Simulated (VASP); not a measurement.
CF4: single point with LDA

The system is CF4.

```
C F
1.0
     9.28627    0.00000    0.00000
     0.00000    9.28627    0.00000
     0.00000    0.00000    9.28627
C F
8 32
Direct
  0.34492 0.92068 0.59109
  0.55487 0.50747 0.35507
  0.56230 0.19203 0.94310
  0.87330 0.91678 0.54162
  0.94994 0.71616 0.93883
  0.17192 0.30491 0.74452
  0.01044 0.41016 0.32920
  0.48413 0.65825 0.92288
  0.22179 0.97406 0.54121
  0.34581 0.78185 0.57088
  0.46179 0.97151 0.52799
  0.35858 0.94603 0.74395
  0.67910 0.59628 0.33305
  0.44349 0.57246 0.29624
  0.56886 0.37751 0.29740
  0.52906 0.50027 0.49350
  0.64343 0.28306 0.00656
  0.65092 0.09825 0.89184
  0.45810 0.14380 0.02479
  0.49890 0.26002 0.83539
  0.74050 0.94484 0.54400
  0.95078 0.02291 0.60994
  0.91085 0.79135 0.58679
  0.92253 0.90944 0.39289
  0.01960 0.81927 0.87437
  0.03279 0.65458 0.03928
  0.82763 0.76371 0.00378
  0.93173 0.60921 0.84446
  0.03990 0.25100 0.72156
  0.18070 0.43750 0.68894
  0.20373 0.29326 0.87984
  0.27541 0.23084 0.67242
  0.92461 0.51976 0.33724
  0.93492 0.31458 0.24435
  0.13121 0.43256 0.25738
  0.06852 0.36251 0.45743
  0.46850 0.59679 0.80205
  0.55236 0.78246 0.90983
  0.35308 0.68407 0.96955
  0.56194 0.58435 0.01470
```

```
Program                : VASP 6.6.1
Task                   : single point
Functional             : LDA
Potentials or basis    : VASP PAW LDA potentials, release 64 (C_h, F_h)
Cutoff                 : 1010 eV
k mesh                 : 1 × 1 × 1
Occupations            : fermi-dirac, width 0.02 eV
Spin                   : no spin polarisation
Dipole correction      : no
Further INCAR settings : LREAL = Auto; ALGO = Normal; EDIFF = 1e-06; NBANDS = 154
```

- Pressure: -0.8 GPa
- Largest force: 5.219 eV/Å
- Band gap on the k mesh: 8.22 eV

Forces in eV/Å, atoms in the order of the input:
```
C    0.317  0.079  2.098
C    0.800  1.496 -0.425
C   -0.749  0.957 -1.273
C    4.078  1.089 -3.071
C    0.272 -1.516  1.051
C    0.686 -0.605 -1.903
C    1.349 -1.770 -1.303
C    0.017  1.773  1.323
F    1.301  0.047  0.554
F   -0.295 -0.639  0.218
F   -0.785  0.679  0.204
F   -0.534 -0.247 -3.073
F   -2.509 -2.071  0.277
F    0.226  0.112 -0.452
F    0.561  0.929  0.389
F    0.600 -0.333  0.218
F    0.891  1.980  2.227
F    0.112 -2.388 -0.571
F    0.272 -0.815  0.600
F   -0.425  0.252 -0.944
F   -1.456  0.102  0.269
F   -1.235 -1.493 -0.894
F   -0.381 -0.759  1.369
F   -1.062  0.958  2.303
F   -0.242  0.675  0.087
F   -0.089  0.770  0.396
F    1.357 -0.599 -1.344
F   -1.215  0.625 -0.166
F    1.085  0.438  0.098
F   -0.426 -0.254  1.232
F   -0.226  0.731  0.704
F   -1.091 -0.110  0.102
F    0.737  0.463  1.051
F    0.766 -0.034  1.917
F   -0.053  1.072 -0.777
F   -2.592  0.192 -1.139
F    0.545 -1.492 -2.270
F    0.158  0.721 -0.518
F   -0.575  0.025  1.088
F   -0.192 -1.039  0.344
```

Stress tensor (GPa, compression positive):
```
-1.96 -0.16 -0.02
-0.16  0.52 -0.27
-0.02 -0.27 -0.87
```

Levels at points of the mesh, in eV from the valence-band top:
| k point | band 124 | band 125 | band 126 | band 127 | band 128 | band 129 | band 130 | band 131 | band 132 | band 133 |
| --- | --- | --- | --- | --- | --- | --- | --- | --- | --- | --- |
| (0.00, 0.00, 0.00) | -0.29 | -0.21 | -0.17 | -0.15 | 0.00 | 8.22 | 9.77 | 9.89 | 10.01 | 10.09 |

Wall time 7.5 min on 1 thread of Intel(R) Xeon(R) Platinum 8488C (Sapphire Rapids) (shared host), peak memory 1 GiB.

Caveat: the k points lie up to 0.68 Å⁻¹ apart; the atoms stand as in a frame of molecular dynamics.
